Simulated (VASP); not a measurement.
# NiO (Fm-3m) in VASP: a series of runs, part 2 of 2

VASP 6.6.1. The steps go on from the part before.

**4. Single point, PBE exchange alone, collinear spin, ferromagnetic start**

This run uses another cell than the first one, of 8.71 Å³/atom.

INCAR

```
SYSTEM = NiO
  AGGAC = 0.0
  ALDAC = 0.0
  ALGO = Normal
  EDIFF = 1E-6
  ENCUT = 520
  GGA = PE
  ISIF = 2
  ISMEAR = -1
  ISPIN = 2
  LASPH = .True.
  LCHARG = .False.
  LMAXMIX = 4
  LORBIT = 11
  LREAL = .False.
  LWAVE = .False.
  MAGMOM = 1 0
  NBANDS = 19
  NELM = 150
  PREC = Accurate
  SIGMA = 0.05
```

KPOINTS

```
k-points
0
Gamma
  11 11 11
  0 0 0
```

POSCAR

```
NiO
1.0
    0.0000000000      2.0577103256      2.0577103256
    2.0577103256      0.0000000000      2.0577103256
    2.0577103256      2.0577103256      0.0000000000
Ni O
1 1
Direct
    0.0000000000      0.0000000000      0.0000000000
    0.5000000000      0.5000000000      0.5000000000
```

Potentials or basis: VASP PAW PBE potentials, release 64 (Ni, O).

Run with:

```bash
> cat potpaw_PBE.64/Ni/POTCAR potpaw_PBE.64/O/POTCAR > POTCAR
> mpirun -np 1 vasp_std > vasp.out
```

OUTCAR:

```text
SYSTEM = NiO
   EDIFF = 1E-6
   ENCUT = 520
   GGA = PE
   ISIF = 2
   ISMEAR = -1
   ISPIN = 2
   LASPH = .True.
   LORBIT = 11
   LREAL = .False.
   NELM = 150
   PREC = Accurate

 ion  position               nearest neighbor table
   1  0.000  0.000  0.000-   2 2.06   2 2.06   2 2.06   2 2.06   2 2.06   2 2.06
   2  0.500  0.500  0.500-   1 2.06   1 2.06   1 2.06   1 2.06   1 2.06   1 2.06

  LATTYP: Found a face centered cubic cell.
 ALAT       =     4.1154206512

  Lattice vectors:

 A1 = (   0.0000000000,   2.0577103256,   2.0577103256)
 A2 = (   2.0577103256,   0.0000000000,   2.0577103256)
 A3 = (   2.0577103256,   2.0577103256,   0.0000000000)

[... 1271 lines left out ...]
  energy-cutoff  :      520.00
  volume of cell :       17.43
      direct lattice vectors                 reciprocal lattice vectors
     0.000000000  2.057710326  2.057710326    -0.242988527  0.242988527  0.242988527
     2.057710326  0.000000000  2.057710326     0.242988527 -0.242988527  0.242988527
     2.057710326  2.057710326  0.000000000     0.242988527  0.242988527 -0.242988527

 POSITION                                       TOTAL-FORCE (eV/Angst)
 -----------------------------------------------------------------------------------
      0.00000      0.00000      0.00000         0.000000      0.000000      0.000000
      2.05771      2.05771      2.05771        -0.000000     -0.000000     -0.000000
 -----------------------------------------------------------------------------------
    total drift:                                0.000000     -0.000000     -0.000000

  FREE ENERGIE OF THE ION-ELECTRON SYSTEM (eV)
  ---------------------------------------------------
  free  energy   TOTEN  =        -8.8219463087 eV

  energy  without entropy=       -8.8144105031  energy(sigma->0) =       -8.81817841

 total charge

# of ion       s       p       d       tot
------------------------------------------
    1        0.347   0.438   8.282   9.066
    2        1.552   3.484   0.000   5.037
--------------------------------------------------
tot          1.899   3.923   8.282  14.103

 magnetization (x)

# of ion       s       p       d       tot
------------------------------------------
    1        0.011   0.015   1.463   1.489
    2        0.030   0.254   0.000   0.284
--------------------------------------------------
tot          0.042   0.268   1.463   1.773
```

stdout:

```text
POSCAR found type information on POSCAR NiO
 POSCAR found :  2 types and       2 ions
 scaLAPACK will be used
 LDA part: xc-table for (Slater+PW92), standard interpolation
 POSCAR, INCAR and KPOINTS ok, starting setup
 FFT: planning ... GRIDC
 FFT: planning ... GRID_SOFT
 FFT: planning ... GRID
 WAVECAR not read
 entering main loop
```

It took 68 s on 1 thread of Intel Xeon 8259CL, shared host; peak memory 0.17 GiB.

Results:

```
Free energy                                           : -8.8219 eV
Pressure                                              : 43.8 GPa
Net moment                                            : 1.81 μB per cell
Site moments                                          : Ni +1.49; O +0.28 μB
Valence electrons inside the program's atomic spheres : Ni 9.07; O 5.04
```

Caveat: the cell stands under pressure; a cell with one magnetic atom can't hold antiferromagnetic order, which such compounds often take; semilocal functionals often make such compounds metallic where correlation or magnetic order opens a gap, which also shifts bond lengths.

**5. Single point, RPBE, collinear spin, ferromagnetic start**

This run uses another cell than the first one, of 8.89 Å³/atom.

INCAR

```
PREC = Accurate
ENCUT = 520
EDIFF = 1E-7
ISMEAR = -1
SIGMA = 0.05
LREAL = False
LASPH = True
NELM = 150
ALGO = Normal
ISIF = 2
LWAVE = False
LCHARG = False
ISPIN = 2
MAGMOM = 1 0
LORBIT = 11
LMAXMIX = 4
GGA = RP
NBANDS = 19
```

KPOINTS

```
Automatic mesh
0
Gamma
  11 11 11
```

POSCAR

```
NiO
1.0
    0.0000000000      2.0719018797      2.0719018797
    2.0719018797      0.0000000000      2.0719018797
    2.0719018797      2.0719018797      0.0000000000
Ni O
1 1
Direct
    0.0000000000      0.0000000000      0.0000000000
    0.5000000000      0.5000000000      0.5000000000
```

Potentials or basis: VASP PAW PBE potentials, release 64 (Ni, O).

Run with:

```bash
> cat potpaw_PBE.64/Ni/POTCAR potpaw_PBE.64/O/POTCAR > POTCAR
> mpirun -np 1 vasp_std > vasp.out
```

OUTCAR:

```text
PREC = Accurate
   ENCUT = 520
   EDIFF = 1E-7
   ISMEAR = -1
   LREAL = False
   LASPH = True
   NELM = 150
   ISIF = 2
   ISPIN = 2
   LORBIT = 11
   GGA = RP

 ion  position               nearest neighbor table
   1  0.000  0.000  0.000-   2 2.07   2 2.07   2 2.07   2 2.07   2 2.07   2 2.07
   2  0.500  0.500  0.500-   1 2.07   1 2.07   1 2.07   1 2.07   1 2.07   1 2.07

  LATTYP: Found a face centered cubic cell.
 ALAT       =     4.1438037594

  Lattice vectors:

 A1 = (   0.0000000000,   2.0719018797,   2.0719018797)
 A2 = (   2.0719018797,   0.0000000000,   2.0719018797)
 A3 = (   2.0719018797,   2.0719018797,   0.0000000000)

Analysis of symmetry for initial positions (statically):
=====================================================================
 Subroutine PRICEL returns:
 Original cell was already a primitive cell.

 Routine SETGRP: Setting up the symmetry group for a
 face centered cubic supercell.

 Subroutine GETGRP returns: Found 48 space group operations
 (whereof 48 operations were pure point group operations)
 out of a pool of 48 trial point group operations.

The static configuration has the point symmetry O_h .

Analysis of symmetry for dynamics (positions and initial velocities):
=====================================================================
 Subroutine PRICEL returns:
 Original cell was already a primitive cell.

 Routine SETGRP: Setting up the symmetry group for a
 face centered cubic supercell.

 Subroutine GETGRP returns: Found 48 space group operations
 (whereof 48 operations were pure point group operations)
 out of a pool of 48 trial point group operations.

The dynamic configuration has the point symmetry O_h .

Analysis of structural, dynamic, and magnetic symmetry:
=====================================================================
 Subroutine PRICEL returns:
 Original cell was already a primitive cell.

[... 149 lines left out ...]
  ext. energy  EPLUGINS =         0.00000000
  ---------------------------------------------------
  free energy    TOTEN  =       -10.54466512 eV

  energy without entropy =      -10.53464301  energy(sigma->0) =      -10.53965407

 E-fermi :   8.4307     XC(G=0): -12.6388

 val. band max:        8.4305654404   @ k =   0.3636   0.2727   0.0909
 cond. band min:       8.4432263971   @ k =   0.4545   0.0909   0.0000
 fundamental gap:      0.0126609566
 Fermi energy:         8.4307164520

 spin component 1

 k-point     1 :       0.0000    0.0000    0.0000
  band No.  band energies     occupation
      1     -12.2561      1.00000
      2       5.2047      1.00000
      3       5.2048      1.00000
      4       5.3262      1.00000
      5       5.3262      1.00000
      6       5.3262      1.00000
[... 517 lines left out ...]
     18      39.7476      0.00000
     19      40.9282      0.00000

 [... further k-points ...]

 spin component 2

 k-point     1 :       0.0000    0.0000    0.0000
  band No.  band energies     occupation
      1     -11.8250      1.00000
      2       5.8362      1.00000
      3       5.8362      1.00000
      4       5.8362      1.00000
      5       6.4830      1.00000
      6       6.4831      1.00000
[... 517 lines left out ...]
     18      40.1565      0.00000
     19      41.1435      0.00000

 [... further k-points ...]

------------------------ aborting loop because EDIFF is reached ----------------------------------------

  FORCE on cell =-STRESS in cart. coord.  units (eV):
  Direction    XX          YY          ZZ          XY          YZ          ZX
  --------------------------------------------------------------------------------------
  -------------------------------------------------------------------------------------
  Total        1.9026852      1.9026852      1.9026852      0.0000000      0.0000000      0.0000000
  in kB      171.3720471    171.3720471    171.3720471      0.0000000      0.0000000      0.0000000
  external PRESSURE =     171.3720471 kB  Pullay stress =       0.0000000 kB

 VOLUME and BASIS-vectors are now :
 -----------------------------------------------------------------------------
  energy-cutoff  :      520.00
  volume of cell :       17.79
      direct lattice vectors                 reciprocal lattice vectors
     0.000000000  2.071901880  2.071901880    -0.241324169  0.241324169  0.241324169
     2.071901880  0.000000000  2.071901880     0.241324169 -0.241324169  0.241324169
     2.071901880  2.071901880  0.000000000     0.241324169  0.241324169 -0.241324169

 POSITION                                       TOTAL-FORCE (eV/Angst)
 -----------------------------------------------------------------------------------
      0.00000      0.00000      0.00000         0.000000      0.000000      0.000000
      2.07190      2.07190      2.07190        -0.000000     -0.000000     -0.000000
 -----------------------------------------------------------------------------------
    total drift:                                0.000000     -0.000000     -0.000000

  FREE ENERGIE OF THE ION-ELECTRON SYSTEM (eV)
  ---------------------------------------------------
  free  energy   TOTEN  =       -10.5446651244 eV

  energy  without entropy=      -10.5346430068  energy(sigma->0) =      -10.53965407

 total charge

# of ion       s       p       d       tot
------------------------------------------
    1        0.337   0.421   8.255   9.013
    2        1.562   3.449   0.000   5.010
--------------------------------------------------
tot          1.898   3.870   8.255  14.023

 magnetization (x)

# of ion       s       p       d       tot
------------------------------------------
    1        0.011   0.015   1.412   1.438
    2        0.029   0.234   0.000   0.263
--------------------------------------------------
tot          0.040   0.249   1.412   1.701
```

It took 61 s on 1 thread of Intel Xeon 8259CL, shared host; peak memory 0.17 GiB.

What came out:

* Free energy: -10.5447 eV
* Pressure: 17.1 GPa
* Net moment: 1.74 μB per cell
* Site moments: Ni +1.44; O +0.26 μB
* Valence electrons inside the program's atomic spheres: Ni 9.01; O 5.01

Levels at points of the mesh, in eV from the Fermi level:
Spin up:
| k point | band 6 | band 7 | band 8 | band 9 | band 10 | band 11 | band 12 | band 13 |
| --- | --- | --- | --- | --- | --- | --- | --- | --- |
| (0.00, 0.00, 0.00) | -3.10 | -2.75 | -2.75 | -2.75 | 1.69 | 17.97 | 19.12 | 19.12 |
Spin down:
```tsv
k point	band 4	band 5	band 6	band 7	band 8	band 9	band 10	band 11
(0.00, 0.00, 0.00)	-2.59	-1.95	-1.95	-1.95	-0.60	-0.60	2.03	17.87
```

Caveat: the cell stands under pressure; the PAW data sets were made with another functional, which shifts forces and pressure a little; a cell with one magnetic atom can't hold antiferromagnetic order, which such compounds often take; semilocal functionals often make such compounds metallic where correlation or magnetic order opens a gap, which also shifts bond lengths. With open d or f shells a metallic result of RPBE can be an artefact of self-interaction; +U or a hybrid may open a gap.

**6. Summary**

```csv
level,cell,gap on the mesh (eV),pressure (GPa),moment (μB)
PBE exchange alone,"a = 2.890 Å, angles 60.0°, 2 atoms",none,50.0,1.76
RPBE,"a = 2.910 Å, angles 60.0°, 2 atoms",none,21.5,1.66
PBE exchange alone,"a = 2.910 Å, angles 60.0°, 2 atoms",none,43.8,1.81
RPBE,"a = 2.930 Å, angles 60.0°, 2 atoms",none,17.1,1.74
```

Alike in all rows: task single point; potentials or basis VASP PAW PBE potentials, release 64 (Ni, O); spin collinear, ferromagnetic start; k mesh 11 × 11 × 11; cutoff (eV) 520; smearing fermi-dirac 0.05 eV.

Caveats: the cell stands under pressure; a cell with one magnetic atom can't hold antiferromagnetic order, which such compounds often take; semilocal functionals often make such compounds metallic where correlation or magnetic order opens a gap, which also shifts bond lengths; the PAW data sets were made with another functional, which shifts forces and pressure a little (at least some runs).

Absolute energies hang on the potentials; compare differences alone.
